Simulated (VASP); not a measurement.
# ScAl3 (Immm) in VASP: relaxation of cell and atoms with PBE

Aim: the relaxation of cell and atoms of ScAl3 with PBE.

All numbers are computed with VASP 6.6.1; they aren't measurements. Logs are shortened: lines on timing, memory, paths and dates and some standing lists are left out, and cuts for length are marked.

### 1 The cell of the first run

It takes space group Immm (No. 71, orthorhombic). Conventional cell: a = 3.196 Å, b = 4.520 Å, c = 9.041 Å, α = 90.00°, β = 90.00°, γ = 90.00°. Within 3.6 Å of Sc (site symmetry mmm) lie 12 Al at 2.77 to 3.20 Å and 2 Sc at 3.20 Å. Within 3.6 Å of Al (site symmetry mmm) lie 4 Sc at 2.77 Å and 10 Al at 2.77 to 3.20 Å. Al (site symmetry mm2) has 10 Al at 2.77 to 3.20 Å and 4 Sc at 2.77 to 3.20 Å within 3.6 Å.

### 2 Relaxation of cell and atoms, PBE

Input file INCAR:

```
SYSTEM = ScAl3
ALGO = Fast
EDIFF = 1E-7
EDIFFG = -0.04
ENCUT = 600
GGA = PE
IBRION = 2
ISIF = 3
ISMEAR = 0
LASPH = .True.
LCHARG = .False.
LREAL = .False.
LWAVE = .False.
NELM = 100
NSW = 90
PREC = Accurate
SIGMA = 0.1
```

Input file KPOINTS:

```
k-points
0
Gamma
  6 6 6
  0 0 0
```

Input file POSCAR:

```
ScAl3
1.0
   -1.5981996100      2.2601955600      4.5203911200
    1.5981996100     -2.2601955600      4.5203911200
    1.5981996100      2.2601955600     -4.5203911200
Sc Al
1 3
Direct
    0.0000000000      0.0000000000      0.0000000000
    0.5000000000      0.5000000000      0.0000000000
    0.7500000000      0.2500000000      0.5000000000
    0.2500000000      0.7500000000      0.5000000000
```

Potentials or basis: VASP PAW PBE potentials, release 64 (Sc_sv, Al).

Started as:

```sh
> cat potpaw_PBE.64/Sc_sv/POTCAR potpaw_PBE.64/Al/POTCAR > POTCAR
> mpirun -np 1 vasp_std > vasp.out
```

OUTCAR:

```text
SYSTEM = ScAl3
   EDIFF = 1E-7
   EDIFFG = -0.04
   ENCUT = 600
   GGA = PE
   IBRION = 2
   ISIF = 3
   ISMEAR = 0
   LASPH = .True.
   LREAL = .False.
   NELM = 100
   NSW = 90
   PREC = Accurate

 ion  position               nearest neighbor table
   1  0.000  0.000  0.000-   4 2.77   2 2.77   3 2.77   4 2.77   2 2.77   3 2.77   2 2.77   2 2.77
                             3 3.20   4 3.20   4 3.20   3 3.20
   2  0.500  0.500  0.000-   3 2.77   1 2.77   4 2.77   3 2.77   1 2.77   4 2.77   1 2.77   1 2.77
                             3 3.20   4 3.20   3 3.20   4 3.20
   3  0.750  0.250  0.500-   1 2.77   4 2.77   2 2.77   1 2.77   4 2.77   2 2.77   4 2.77   4 2.77
                             1 3.20   2 3.20   1 3.20   2 3.20
   4  0.250  0.750  0.500-   2 2.77   3 2.77   1 2.77   2 2.77   3 2.77   1 2.77   3 2.77   3 2.77
                             1 3.20   2 3.20   2 3.20   1 3.20

  LATTYP: Found a body centered orthorhombic cell.
 ALAT       =     3.1963992200
 B/A-ratio  =     1.4142135600
 C/A-ratio  =     2.8284271199

  Lattice vectors:

 A1 = (  -1.5981996100,   2.2601955600,   4.5203911200)
 A2 = (   1.5981996100,  -2.2601955600,   4.5203911200)
 A3 = (   1.5981996100,   2.2601955600,  -4.5203911200)

Analysis of symmetry for initial positions (statically):
=====================================================================
 Subroutine PRICEL returns:
 Original cell was already a primitive cell.

 Routine SETGRP: Setting up the symmetry group for a
 body centered orthorhombic supercell.

 Subroutine GETGRP returns: Found  8 space group operations
 (whereof  8 operations were pure point group operations)
 out of a pool of  8 trial point group operations.

The static configuration has the point symmetry D_2h.

Analysis of symmetry for dynamics (positions and initial velocities):
=====================================================================
 Subroutine PRICEL returns:
 Original cell was already a primitive cell.

 Routine SETGRP: Setting up the symmetry group for a
 body centered orthorhombic supercell.

 Subroutine GETGRP returns: Found  8 space group operations
 (whereof  8 operations were pure point group operations)
 out of a pool of  8 trial point group operations.

The dynamic configuration has the point symmetry D_2h.

 Subroutine INISYM returns: Found  8 space group operations
 (whereof  8 operations are pure point group operations),
 and found     1 'primitive' translations

----------------------------------------------------------------------------------------

                                     Primitive cell

  volume of cell :      65.3150

  direct lattice vectors                    reciprocal lattice vectors
    -1.598199610  2.260195560  4.520391120     0.000000000  0.221219796  0.110609898
     1.598199610 -2.260195560  4.520391120     0.312852035  0.000000000  0.110609898
     1.598199610  2.260195560 -4.520391120     0.312852035  0.221219796  0.000000000

  length of vectors
     5.300628438  5.300628438  5.300628438     0.247331251  0.331829693  0.383163925

  position of ions in fractional coordinates (direct lattice)
     0.000000000  0.000000000  0.000000000
     0.500000000  0.500000000  0.000000000
     0.750000000  0.250000000  0.500000000
     0.250000000  0.750000000  0.500000000

  ion indices of the primitive-cell ions
   primitive index   ion index
                 1           1
                 2           2
                 3           3
                 4           4

----------------------------------------------------------------------------------------

 KPOINTS: k-points

Automatic generation of k-mesh.
 Grid dimensions read from file:
 generate k-points for:    6    6    6

 Generating k-lattice:

  Cartesian coordinates                     Fractional coordinates (reciprocal lattice)
     0.000000000  0.036869966  0.018434983     0.166666667  0.000000000  0.000000000
     0.052142006  0.000000000  0.018434983    -0.000000000  0.166666667  0.000000000
     0.052142006  0.036869966  0.000000000    -0.000000000  0.000000000  0.166666667

  Length of vectors
     0.041221875  0.055304949  0.063860654

  Shift w.r.t. Gamma in fractional coordinates (k-lattice)
     0.000000000  0.000000000  0.000000000

 Subroutine IBZKPT returns following result:
 ===========================================

 Found     46 irreducible k-points:

 Following reciprocal coordinates:
            Coordinates               Weight
  0.000000  0.000000  0.000000      1.000000
  0.166667  0.000000  0.000000      4.000000
  0.333333  0.000000  0.000000      4.000000
  0.500000  0.000000  0.000000      2.000000
 -0.000000  0.166667  0.000000      4.000000
  0.166667  0.166667 -0.000000      8.000000
[... 16 lines left out ...]
 -0.166667  0.166667  0.166667      2.000000
  0.166667  0.333333  0.166667      4.000000
 [... further k-points ...]
   k-points           NKPTS =     46   k-points in BZ     NKDIM =     46   number of bands    NBANDS=     14
   number of dos      NEDOS =    301   number of ions     NIONS =      4
   total plane-waves  NPLWV =  74088
   dimension x,y,z NGX =    42 NGY =   42 NGZ =   42
   dimension x,y,z NGXF=    84 NGYF=   84 NGZF=   84
   ions per type =               1   3
   NGX,Y,Z   is equivalent  to a cutoff of  13.17, 13.17, 13.17 a.u.
   NGXF,Y,Z  is equivalent  to a cutoff of  26.35, 26.35, 26.35 a.u.
 SYSTEM =  ScAl3
   PREC   = accura    normal or accurate (medium, high low for compatibility)
   ISTART =      0    job   : 0-new  1-cont  2-samecut
   ICHARG =      2    charge: 1-file 2-atom 10-const
   ISPIN  =      1    spin polarized calculation?
   LNONCOLLINEAR =      F non collinear calculations
   LSORBIT =      F    spin-orbit coupling
   LASPH  =      T    aspherical Exc in radial PAW
   ENCUT  =  600.0 eV  44.10 Ry    6.64 a.u.  10.59 10.59 10.59*2*pi/ulx,y,z
   NELM   =    100;   NELMIN=  2; NELMDL= -5     # of ELM steps
   EDIFF  = 0.1E-06   stopping-criterion for ELM
   LREAL  =      F    real-space projection
   EDIFFG = -.4E-01   stopping-criterion for IOM
   NSW    =     90    number of steps for IOM
   IBRION =      2    ionic relax: 0-MD 1-quasi-New 2-CG
   NFREE  =      1    steps in history (QN), initial steepest desc. (CG)
   ISIF   =      3    stress and relaxation
   ISYM   =      2    0-nonsym 1-usesym 2-fastsym
   POTIM  = 0.5000    time-step for ionic-motion
   TEBEG  =    0.0;   TEEND  =   0.0 temperature during run
   PSTRESS=    0.0 pullay stress
   NELECT =      20.0000    total number of electrons
   NUPDOWN=      -1.0000    fix difference up-down
   EMIN   =  10.00;   EMAX   =-10.00  energy-range for DOS
   EFERMI =   0.00;   METHOD = LEGACY
   ISMEAR =     0;   SIGMA  =   0.10  broadening in eV -4-tet -1-fermi 0-gaus
   EFERMI_NEDOS =   21; number of points for ismear=-14 and -15
   IALGO  =     68    algorithm
   IMIX   =      4    mixing-type and parameters
     AMIX     =   0.40;   BMIX     =  1.00
     AMIX_MAG =   1.60;   BMIX_MAG =  1.00
  volume/ion in A,a.u.               =      16.33       110.19
  Fermi-wavevector in a.u.,A,eV,Ry     =   1.103436  2.085192 16.566059  1.217571
  Thomas-Fermi vector in A             =   2.239894
   LORBIT       =      0    0 simple, 1 ext, 2 COOP (PROOUT), +10 PAW based schemes
   GGA     = PE    functional components
   LHFCALC =     F    Hartree Fock is set to
   AEXX    =    0.0000 exact exchange contribution
   IVDW    =     0    specifies the selected vdW correction
   LEPSILON=     F    determine dielectric tensor
   LRPA    =     F    only Hartree local field effects (RPA)
 conjugate gradient relaxation of ions
 non-spin polarized calculation
 RMM-DIIS sequential band-by-band and
 Gauss-broadening in eV      SIGMA  =   0.10
  energy-cutoff  :      600.00
  volume of cell :       65.32
 maximum number of plane-waves:      2205
   NGX = 21   NGY = 21   NGZ = 21

--------------------------------------- Ionic step        1  -------------------------------------------

 number of electron      20.0000001 magnetization

 Free energy of the ion-electron system (eV)
  ---------------------------------------------------
  ext. energy  EPLUGINS =         0.00000000
  ---------------------------------------------------
  free energy    TOTEN  =       -18.15277087 eV

  energy without entropy =      -18.13994983  energy(sigma->0) =      -18.14636035

------------------------ aborting loop because EDIFF is reached ----------------------------------------

  FORCE on cell =-STRESS in cart. coord.  units (eV):
  Direction    XX          YY          ZZ          XY          YZ          ZX
  --------------------------------------------------------------------------------------
  -------------------------------------------------------------------------------------
  Total        5.3400916      1.2594415      5.6467863      0.0000000      0.0000000      0.0000000
  in kB      130.9924450     30.8941003    138.5156652      0.0000000      0.0000000      0.0000000
  external PRESSURE =     100.1340702 kB  Pullay stress =       0.0000000 kB
[... 95 lines left out ...]
  FREE ENERGIE OF THE ION-ELECTRON SYSTEM (eV)
  ---------------------------------------------------
  free  energy   TOTEN  =       -18.4395573539 eV

  energy  without entropy=      -18.4194913734  energy(sigma->0) =      -18.42952436

[... ionic steps 4 to 14 ...]

--------------------------------------- Ionic step       15  -------------------------------------------

 number of electron      19.9999999 magnetization

------------------------ aborting loop because EDIFF is reached ----------------------------------------
[... 71 lines left out ...]
--------------------------------------- Ionic step       17  -------------------------------------------

 number of electron      19.9999999 magnetization

 Free energy of the ion-electron system (eV)
  ---------------------------------------------------
  ext. energy  EPLUGINS =         0.00000000
  ---------------------------------------------------
  free energy    TOTEN  =       -18.95984138 eV

  energy without entropy =      -18.95277388  energy(sigma->0) =      -18.95630763

 E-fermi :   6.4984     XC(G=0): -10.2515

 val. band max:        6.4974248795   @ k =  -0.1667   0.3333   0.1667
 cond. band min:       6.5380433103   @ k =   0.3333   0.3333   0.0000
 fundamental gap:      0.0406184308
 Fermi energy:         6.4984477787

 k-point     1 :       0.0000    0.0000    0.0000
  band No.  band energies     occupation
      1     -42.3801      2.00000
      2     -21.0804      2.00000
      3     -21.0535      2.00000
      4     -21.0535      2.00000
      5      -2.9035      2.00000
      6       4.0874      2.00000
      7       4.3684      2.00000
      8       5.4539      2.00000
      9       5.4595      2.00000
     10       5.5985      2.00000
     11       7.8884      0.00000
     12       8.0299      0.00000
     13       8.0508      0.00000
     14       8.2131      0.00000
[... 377 lines left out ...]
      1     -42.3775      2.00000
      2     -21.0829      2.00000
      3     -21.0770      2.00000
      4     -21.0744      2.00000
      5       0.3841      2.00000
      6       0.9678      2.00000
      7       2.7798      2.00000
      8       3.6846      2.00000
      9       4.7055      2.00000
     10       4.7387      2.00000
     11       6.2217      1.99991
     12       8.2257      0.00000
     13       8.9495      0.00000
     14       9.3894      0.00000

 [... further k-points ...]

------------------------ aborting loop because EDIFF is reached ----------------------------------------

  FORCE on cell =-STRESS in cart. coord.  units (eV):
  Direction    XX          YY          ZZ          XY          YZ          ZX
  --------------------------------------------------------------------------------------
  -------------------------------------------------------------------------------------
  Total       -0.1182033     -0.0182349     -0.0613693      0.0000000      0.0000000      0.0000000
  in kB       -2.6527561     -0.4092329     -1.3772686      0.0000000      0.0000000      0.0000000
  external PRESSURE =      -1.4797525 kB  Pullay stress =       0.0000000 kB
[... 19 lines left out ...]
  FREE ENERGIE OF THE ION-ELECTRON SYSTEM (eV)
  ---------------------------------------------------
  free  energy   TOTEN  =       -18.9598413828 eV

  energy  without entropy=      -18.9527738833  energy(sigma->0) =      -18.95630763

 reached required accuracy - stopping structural energy minimisation
```

It took 13 min on 1 thread of Intel Xeon Platinum 8488C (Sapphire Rapids), shared host; peak memory 0.3 GiB.

Results:

```yaml
Free_energy: -18.9598 eV
Relaxed_volume: 17.85 Å³/atom
Relaxed_cell: a = 5.222 Å, b = 5.222 Å, c = 5.222 Å, α = 134.46°, β = 134.49°, γ = 66.35°
Space_group_after_relaxing_to_0.1_Å: I4/mmm (No. 139)
Energy_gained_by_relaxing: 201.8 meV/atom
Ionic_steps: 17
Pressure_after_relaxing: -0.1 GPa
Largest_force_after_relaxing: 0.027 eV/Å
Band_gap_on_the_k_mesh: zero (bands 10 and 11 overlap by 1.85 eV)
```

Forces on the atoms (eV/Å):
```
Sc   0.000  0.000  0.000
Al   0.000  0.000  0.000
Al   0.000  0.000  0.027
Al   0.000  0.000 -0.027
```

Stress tensor (GPa, compression positive):
```
-0.27  0.00  0.00
 0.00 -0.04  0.00
 0.00  0.00 -0.14
```

The path:
| step | energy change (eV) | largest force (eV/Å) | pressure (GPa) | volume (Å³) |
| --- | --- | --- | --- | --- |
| 1 | 0.0000 | 0.3447 | 10.01 | 65.32 |
| 2 | -0.2765 | 0.1306 | -2.87 | 75.38 |
| 3 | -0.2868 | 0.1490 | -1.12 | 73.50 |
| 4 | -0.3821 | 0.1388 | -0.97 | 73.14 |
| 5 | -0.5038 | 0.0259 | -0.54 | 72.49 |
| 6 | -0.5112 | 0.1752 | 1.79 | 70.76 |
| 7 | -0.5524 | 0.1085 | 0.69 | 71.48 |
| 8 | -0.5908 | 0.1516 | 0.47 | 71.58 |
| 9 | -0.7528 | 0.3269 | 0.04 | 71.56 |
| 10 | -0.2041 | 0.8280 | 2.67 | 70.26 |
| 11 | -0.7618 | 0.3729 | 0.02 | 71.50 |
| 12 | -0.7858 | 0.2778 | -0.09 | 71.49 |
| 13 | -0.7974 | 0.1387 | -0.15 | 71.45 |
| 14 | -0.8035 | 0.1057 | 0.00 | 71.28 |
| 15 | -0.8057 | 0.0716 | 0.17 | 71.11 |
| 16 | -0.8069 | 0.0419 | -0.04 | 71.30 |
| 17 | -0.8071 | 0.0271 | -0.15 | 71.39 |

Final structure:
```cif
data_structure
_symmetry_space_group_name_H-M 'P 1'
_symmetry_Int_Tables_number 1
_cell_length_a 5.2224
_cell_length_b 5.2224
_cell_length_c 5.2224
_cell_angle_alpha 134.455
_cell_angle_beta 134.494
_cell_angle_gamma 66.348
_cell_volume 71.39
loop_
_atom_site_label
_atom_site_type_symbol
_atom_site_fract_x
_atom_site_fract_y
_atom_site_fract_z
_atom_site_occupancy
Sc1 Sc 0.00000 0.00000 0.00000 1
Al1 Al 0.50000 0.50000 0.00000 1
Al2 Al 0.74953 0.24953 0.50000 1
Al3 Al 0.25047 0.75047 0.50000 1
```

Levels at points of the mesh, in eV from the Fermi level:
```
           k point  band 8  band 9  band 10  band 11  band 12  band 13
(0.00, 0.00, 0.00)   -1.04   -1.04    -0.90     1.39     1.53     1.55
(0.50, 0.00, 0.00)   -2.72   -0.75     0.40     1.12     1.78     2.61
(0.00, 0.50, 0.00)   -2.72   -0.73     0.40     1.11     1.79     2.62
(0.50, 0.50, 0.00)   -3.39   -2.43    -1.83    -0.45     2.51     2.85
(0.50, 0.50, 0.50)   -1.04   -1.02     0.23     1.48     1.48     1.91
```
